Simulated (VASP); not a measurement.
Write the native input for VASP 6.6.1 that does the following.

```yaml
Task: single point
Functional: r2SCAN
Potentials_or_basis: VASP PAW PBE potentials, release 64 (Ba_sv, Te)
Cutoff: 520 eV
k_mesh: 6 × 6 × 6
Occupations: gaussian, width 0.01 eV
Spin: no spin polarisation
Dipole_correction: no
Further_INCAR_settings: ALGO = Normal; EDIFF = 1e-07; NBANDS = 15
```

Crystal: BaTe.

```
Ba Te
1.0
     0.00000    3.53122    3.53122
     3.53122    0.00000    3.53122
     3.53122    3.53122    0.00000
Ba Te
1 1
Direct
  0.00000 0.00000 0.00000
  0.50000 0.50000 0.50000
```

The input as run:

POSCAR

```
BaTe
1.0
    0.0000000000      3.5312212088      3.5312212088
    3.5312212088      0.0000000000      3.5312212088
    3.5312212088      3.5312212088      0.0000000000
Ba Te
1 1
Direct
    0.0000000000      0.0000000000      0.0000000000
    0.5000000000      0.5000000000      0.5000000000
```

INCAR.step1

```
  ALGO = Normal
  EDIFF = 1E-4
  ENCUT = 520
  GGA = PE
  ISMEAR = 0
  LASPH = T
  LCHARG = F
  LREAL = F
  LWAVE = T
  NBANDS = 15
  NELM = 60
  PREC = Accurate
  SIGMA = 0.01
```

INCAR.step2

```
  ALGO = Normal
  EDIFF = 1E-7
  ENCUT = 520
  ISIF = 2
  ISMEAR = 0
  ISTART = 1
  LASPH = T
  LCHARG = T
  LELF = T
  LMIXTAU = T
  LREAL = F
  LVHAR = T
  LWAVE = F
  METAGGA = R2SCAN
  NBANDS = 15
  NELM = 60
  PREC = Accurate
  SIGMA = 0.01
```

KPOINTS

```
k-points
0
Gamma
  6 6 6
```

Potentials or basis: VASP PAW PBE potentials, release 64 (Ba_sv, Te).

Command:

```sh
$ cat potpaw_PBE.64/Ba_sv/POTCAR potpaw_PBE.64/Te/POTCAR > POTCAR
$ cp INCAR.step1 INCAR
$ mpirun -np 1 vasp_std > vasp.out
$ cp INCAR.step2 INCAR
$ mpirun -np 1 vasp_std > vasp.out
```

Results of the run:

```yaml
Pressure: 0.3 GPa
Band_gap_on_the_k_mesh: 1.93 eV, indirect (least direct gap 2.32 eV)
```

Caveat: the PAW data sets were made with another functional, which shifts forces and pressure a little; spin-orbit coupling is left out, which moves the levels of the heavy elements.

It took 100 s on 1 thread of Intel(R) Xeon(R) Platinum 8488C (Sapphire Rapids), with other jobs on the host, peak memory 0.25 GiB.
